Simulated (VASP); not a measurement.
# Ti (P6_3/mmc) in VASP: notebook

Ti is run at these levels: LDA; tasks: single point.

Everything below comes from runs of VASP 6.6.1. Logs are shortened: lines on timing, memory, paths and dates and some standing lists are left out, and cuts for length are marked.

## 1. The cell of the first run

The structure is hexagonal, space group P6_3/mmc (No. 194). The conventional cell has a = 2.864 Å, b = 2.864 Å, c = 4.540 Å, α = 90.00°, β = 90.00°, γ = 120.00°. Ti (site symmetry -6m2) has 12 Ti at 2.81 to 2.86 Å within 3.7 Å.

## 2. Single point, LDA

Input file INCAR:

```
SYSTEM = Ti
ALGO     = Normal         ! electronic algorithm
EDIFF    = 1E-7           ! SCF threshold, eV
ENCUT    = 520            ! plane-wave cutoff, eV
GGA      = CA             ! functional
ISIF     = 2              ! what is computed and relaxed
ISMEAR   = -1             ! smearing method
LASPH    = .TRUE.         ! aspherical terms in the spheres
LCHARG   = .TRUE.         ! write CHGCAR
LELF     = .TRUE.         ! ELF
LREAL    = .FALSE.        ! projectors in reciprocal space
LVHAR    = .TRUE.       
LWAVE    = .FALSE.        ! write WAVECAR
NBANDS   = 19             ! bands
NELM     = 100            ! most SCF steps
PREC     = Accurate       ! precision mode
SIGMA    = 0.1            ! smearing width, eV
```

Input file KPOINTS:

```
k-points
0
G
  12 12 7
  0 0 0
```

Input file POSCAR:

```
Ti
1.0
    2.8638698861      0.0000000000      0.0000000000
   -1.4319349430      2.4801840745      0.0000000000
    0.0000000000      0.0000000000      4.5399943150
Ti
2
Direct
    0.3333333333      0.6666666667      0.2500000000
    0.6666666667      0.3333333333      0.7500000000
```

Potentials or basis: VASP PAW LDA potentials, release 64 (Ti_sv).

Command:

```bash
> cat potpaw_LDA.64/Ti_sv/POTCAR > POTCAR
> mpirun -np 1 vasp_std > vasp.out
```

OUTCAR:

```text
SYSTEM = Ti
   EDIFF = 1E-7
   ENCUT = 520
   GGA = CA
   ISIF = 2
   ISMEAR = -1
   LASPH = .TRUE.
   LREAL = .FALSE.
   NELM = 100
   PREC = Accurate

 ion  position               nearest neighbor table
   1  0.333  0.667  0.250-   2 2.81   2 2.81   2 2.81   2 2.81   2 2.81   2 2.81
   2  0.667  0.333  0.750-   1 2.81   1 2.81   1 2.81   1 2.81   1 2.81   1 2.81

  LATTYP: Found a hexagonal cell.
 ALAT       =     2.8638698861
 C/A-ratio  =     1.5852655657

  Lattice vectors:

 A1 = (   2.8638698861,   0.0000000000,   0.0000000000)
 A2 = (  -1.4319349430,   2.4801840745,   0.0000000000)
 A3 = (   0.0000000000,   0.0000000000,   4.5399943150)

Analysis of symmetry for initial positions (statically):
=====================================================================
 Subroutine PRICEL returns:
 Original cell was already a primitive cell.

 Routine SETGRP: Setting up the symmetry group for a
 hexagonal supercell.

 Subroutine GETGRP returns: Found 24 space group operations
 (whereof 12 operations were pure point group operations)
 out of a pool of 24 trial point group operations.

The static configuration has the point symmetry D_3d.
 The point group associated with its full space group is D_6h.

Analysis of symmetry for dynamics (positions and initial velocities):
=====================================================================
 Subroutine PRICEL returns:
 Original cell was already a primitive cell.

 Routine SETGRP: Setting up the symmetry group for a
 hexagonal supercell.

 Subroutine GETGRP returns: Found 24 space group operations
 (whereof 12 operations were pure point group operations)
 out of a pool of 24 trial point group operations.

The dynamic configuration has the point symmetry D_3d.
 The point group associated with its full space group is D_6h.

 Subroutine INISYM returns: Found 24 space group operations
 (whereof 12 operations are pure point group operations),
 and found     1 'primitive' translations

----------------------------------------------------------------------------------------

                                     Primitive cell

  volume of cell :      32.2472

  direct lattice vectors                    reciprocal lattice vectors
     2.863869886  0.000000000  0.000000000     0.349177875  0.201597940  0.000000000
    -1.431934943  2.480184074  0.000000000     0.000000000  0.403195880  0.000000000
     0.000000000  0.000000000  4.539994315     0.000000000  0.000000000  0.220264593

  length of vectors
     2.863869886  2.863869886  4.539994315     0.403195880  0.403195880  0.220264593

  position of ions in fractional coordinates (direct lattice)
     0.333333333  0.666666667  0.250000000
     0.666666667  0.333333333  0.750000000

  ion indices of the primitive-cell ions
   primitive index   ion index
                 1           1
                 2           2

----------------------------------------------------------------------------------------

 KPOINTS: k-points

Automatic generation of k-mesh.
 Grid dimensions read from file:
 generate k-points for:   12   12    7

 Generating k-lattice:

  Cartesian coordinates                     Fractional coordinates (reciprocal lattice)
     0.029098156  0.016799828  0.000000000     0.083333333  0.000000000  0.000000000
     0.000000000  0.033599657  0.000000000     0.000000000  0.083333333  0.000000000
     0.000000000  0.000000000  0.031466370     0.000000000  0.000000000  0.142857143

  Length of vectors
     0.033599657  0.033599657  0.031466370

  Shift w.r.t. Gamma in fractional coordinates (k-lattice)
     0.000000000  0.000000000  0.000000000

 Subroutine IBZKPT returns following result:
 ===========================================

 Found     76 irreducible k-points:

 Following reciprocal coordinates:
            Coordinates               Weight
  0.000000  0.000000  0.000000      1.000000
  0.083333  0.000000  0.000000      6.000000
  0.166667  0.000000  0.000000      6.000000
  0.250000  0.000000  0.000000      6.000000
  0.333333  0.000000  0.000000      6.000000
  0.416667  0.000000  0.000000      6.000000
[... 16 lines left out ...]
  0.250000  0.000000  0.142857     12.000000
  0.333333  0.000000  0.142857     12.000000
 [... further k-points ...]
   k-points           NKPTS =     76   k-points in BZ     NKDIM =     76   number of bands    NBANDS=     19
   number of dos      NEDOS =    301   number of ions     NIONS =      2
   total plane-waves  NPLWV =  20736
   dimension x,y,z NGX =    24 NGY =   24 NGZ =   36
   dimension x,y,z NGXF=    48 NGYF=   48 NGZF=   72
   ions per type =               2
   NGX,Y,Z   is equivalent  to a cutoff of  13.93, 13.93, 13.18 a.u.
   NGXF,Y,Z  is equivalent  to a cutoff of  27.86, 27.86, 26.37 a.u.
 SYSTEM =  Ti
   PREC   = accura    normal or accurate (medium, high low for compatibility)
   ISTART =      0    job   : 0-new  1-cont  2-samecut
   ICHARG =      2    charge: 1-file 2-atom 10-const
   ISPIN  =      1    spin polarized calculation?
   LNONCOLLINEAR =      F non collinear calculations
   LSORBIT =      F    spin-orbit coupling
   LASPH  =      T    aspherical Exc in radial PAW
   ENCUT  =  520.0 eV  38.22 Ry    6.18 a.u.   5.32  5.32  8.44*2*pi/ulx,y,z
   NELM   =    100;   NELMIN=  2; NELMDL= -5     # of ELM steps
   EDIFF  = 0.1E-06   stopping-criterion for ELM
   LREAL  =      F    real-space projection
   EDIFFG = 0.1E-05   stopping-criterion for IOM
   NSW    =      0    number of steps for IOM
   IBRION =     -1    ionic relax: 0-MD 1-quasi-New 2-CG
   NFREE  =      0    steps in history (QN), initial steepest desc. (CG)
   ISIF   =      2    stress and relaxation
   ISYM   =      2    0-nonsym 1-usesym 2-fastsym
   POTIM  = 0.5000    time-step for ionic-motion
   TEBEG  =    0.0;   TEEND  =   0.0 temperature during run
   PSTRESS=    0.0 pullay stress
   NELECT =      24.0000    total number of electrons
   NUPDOWN=      -1.0000    fix difference up-down
   EMIN   =  10.00;   EMAX   =-10.00  energy-range for DOS
   EFERMI =   0.00;   METHOD = LEGACY
   ISMEAR =    -1;   SIGMA  =   0.10  broadening in eV -4-tet -1-fermi 0-gaus
   EFERMI_NEDOS =   21; number of points for ismear=-14 and -15
   IALGO  =     38    algorithm
   IMIX   =      4    mixing-type and parameters
     AMIX     =   0.40;   BMIX     =  1.00
     AMIX_MAG =   1.60;   BMIX_MAG =  1.00
  volume/ion in A,a.u.               =      16.12       108.81
  Fermi-wavevector in a.u.,A,eV,Ry     =   1.483592  2.803582 29.947028  2.201044
  Thomas-Fermi vector in A             =   2.597234
   LORBIT       =      0    0 simple, 1 ext, 2 COOP (PROOUT), +10 PAW based schemes
   GGA     = CA    functional components
   LHFCALC =     F    Hartree Fock is set to
   AEXX    =    0.0000 exact exchange contribution
   IVDW    =     0    specifies the selected vdW correction
   LEPSILON=     F    determine dielectric tensor
   LRPA    =     F    only Hartree local field effects (RPA)
 non-spin polarized calculation
  energy-cutoff  :      520.00
  volume of cell :       32.25
 maximum number of plane-waves:       881
 NGX is ok and might be reduce to    24
   NGX = 11   NGY = 11   NGZ = 17

 number of electron      24.0000004 magnetization

 Free energy of the ion-electron system (eV)
  ---------------------------------------------------
  ext. energy  EPLUGINS =         0.00000000
  ---------------------------------------------------
  free energy    TOTEN  =       -17.13455378 eV

  energy without entropy =      -17.05966180  energy(sigma->0) =      -17.09710779

 E-fermi :   8.8749     XC(G=0): -12.1446

 val. band max:        8.8727487923   @ k =   0.4167   0.1667   0.4286
 cond. band min:       8.8819427328   @ k =   0.3333   0.2500   0.2857
 fundamental gap:      0.0091939405
 Fermi energy:         8.8749244176

 k-point     1 :       0.0000    0.0000    0.0000
  band No.  band energies     occupation
      1     -47.1435      2.00000
      2     -46.9493      2.00000
      3     -24.2099      2.00000
      4     -23.3899      2.00000
      5     -23.3899      2.00000
      6     -23.2835      2.00000
[... 11 lines left out ...]
     18      10.6233      0.00000
     19      12.3256      0.00000

 k-point     2 :       0.0833    0.0000    0.0000
  band No.  band energies     occupation
      1     -47.1338      2.00000
      2     -46.9455      2.00000
      3     -24.1900      2.00000
      4     -23.4313      2.00000
      5     -23.4037      2.00000
      6     -23.3039      2.00000
[... 11 lines left out ...]
     18      10.5036      0.00000
     19      12.3906      0.00000

 k-point     3 :       0.1667    0.0000    0.0000
  band No.  band energies     occupation
      1     -47.1067      2.00000
      2     -46.9353      2.00000
      3     -24.1329      2.00000
      4     -23.5451      2.00000
      5     -23.4399      2.00000
      6     -23.4186      2.00000
[... 11 lines left out ...]
     18      10.7600      0.00000
     19      12.5263      0.00000

 k-point     4 :       0.2500    0.0000    0.0000
  band No.  band energies     occupation
      1     -47.0678      2.00000
      2     -46.9231      2.00000
      3     -24.0469      2.00000
      4     -23.7019      2.00000
      5     -23.5692      2.00000
      6     -23.4872      2.00000
[... 11 lines left out ...]
     18      11.3333      0.00000
     19      12.6529      0.00000

 k-point     5 :       0.3333    0.0000    0.0000
  band No.  band energies     occupation
      1     -47.0256      2.00000
      2     -46.9139      2.00000
      3     -23.9459      2.00000
      4     -23.8595      2.00000
      5     -23.7137      2.00000
      6     -23.5327      2.00000
[... 11 lines left out ...]
     18      11.9810      0.00000
     19      12.7397      0.00000
[... 334 lines left out ...]
      2     -46.9549      2.00000
      3     -24.1486      2.00000
      4     -23.4239      2.00000
      5     -23.3969      2.00000
      6     -23.3591      2.00000
[... 11 lines left out ...]
     18      10.7827      0.00000
     19      12.3894      0.00000

 k-point    22 :       0.1667    0.0000    0.1429
  band No.  band energies     occupation
      1     -47.0983      2.00000
      2     -46.9439      2.00000
      3     -24.1000      2.00000
      4     -23.5344      2.00000
      5     -23.4590      2.00000
      6     -23.4322      2.00000
[... 11 lines left out ...]
     18      10.8440      0.00000
     19      12.4979      0.00000

 k-point    23 :       0.2500    0.0000    0.1429
  band No.  band energies     occupation
      1     -47.0608      2.00000
      2     -46.9303      2.00000
      3     -24.0331      2.00000
      4     -23.6818      2.00000
      5     -23.6018      2.00000
      6     -23.4783      2.00000
[... 11 lines left out ...]
     18      11.2695      0.00000
     19      12.5976      0.00000

 k-point    24 :       0.3333    0.0000    0.1429
  band No.  band energies     occupation
      1     -47.0201      2.00000
      2     -46.9194      2.00000
      3     -23.9880      2.00000
      4     -23.8035      2.00000
      5     -23.7332      2.00000
      6     -23.5228      2.00000
[... 11 lines left out ...]
     18      11.8659      0.00000
     19      12.6726      0.00000

 [... further k-points ...]

------------------------ aborting loop because EDIFF is reached ----------------------------------------

  FORCE on cell =-STRESS in cart. coord.  units (eV):
  Direction    XX          YY          ZZ          XY          YZ          ZX
  --------------------------------------------------------------------------------------
  -------------------------------------------------------------------------------------
  Total       -0.0380957     -0.0380957     -0.0327558     -0.0000000     -0.0000000      0.0000000
  in kB       -1.8927541     -1.8927541     -1.6274466     -0.0000000     -0.0000000      0.0000000
  external PRESSURE =      -1.8043183 kB  Pullay stress =       0.0000000 kB

 VOLUME and BASIS-vectors are now :
 -----------------------------------------------------------------------------
  energy-cutoff  :      520.00
  volume of cell :       32.25
      direct lattice vectors                 reciprocal lattice vectors
     2.863869886  0.000000000  0.000000000     0.349177875  0.201597940  0.000000000
    -1.431934943  2.480184074  0.000000000     0.000000000  0.403195880  0.000000000
     0.000000000  0.000000000  4.539994315     0.000000000  0.000000000  0.220264593

 POSITION                                       TOTAL-FORCE (eV/Angst)
 -----------------------------------------------------------------------------------
     -0.00000      1.65346      1.13500        -0.000000      0.000000      0.000000
      1.43193      0.82673      3.40500         0.000000     -0.000000      0.000000
 -----------------------------------------------------------------------------------
    total drift:                               -0.000000      0.000000     -0.000000

  FREE ENERGIE OF THE ION-ELECTRON SYSTEM (eV)
  ---------------------------------------------------
  free  energy   TOTEN  =       -17.1345537825 eV

  energy  without entropy=      -17.0596618031  energy(sigma->0) =      -17.09710779
```

It took 69 s on 1 thread of AMD EPYC 7R43 (Zen 3), shared host; peak memory 0.13 GiB.

What came out:

```
Free energy            : -17.1346 eV
Pressure               : -0.2 GPa
Band gap on the k mesh : zero (bands 12 and 13 overlap by 1.02 eV)
```

[end of part 1 of 2]
